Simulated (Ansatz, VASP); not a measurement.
TaC: VASP beside Ansatz

```
Ta C
1.0
     0.00000    2.23771    2.23771
     2.23771    0.00000    2.23771
     2.23771    2.23771    0.00000
Ta C
1 1
Direct
  0.00000 0.00000 0.00000
  0.50000 0.50000 0.50000
```

Alike in both runs: functional PBE; k mesh 13 × 13 × 13; occupations fermi-dirac, width 0.05 eV; no spin polarisation.

Ansatz relaxed the structure, and its values are those at the end. VASP's run is a single point on that final structure, the one shown.

|  | VASP | Ansatz |
| --- | --- | --- |
| version | VASP 6.6.1 | Ansatz 0.2.0 |
| potentials or method | VASP PAW PBE potentials, release 64 (Ta_pv, C) | PAW with Ansatz's default frozen-core files, scalar-relativistic |
| plane-wave cutoff (eV) | 600 | 420 |
| valence electrons in the cell | 15 | 17 |

```tsv
	VASP	Ansatz	Ansatz less VASP
pressure (GPa)	0.6	0.0	-0.56
```

VASP's potentials hold 15 valence electrons a cell and Ansatz's 17, so a difference there can come from the potentials and not from the codes.

Neither program's run includes spin-orbit coupling.
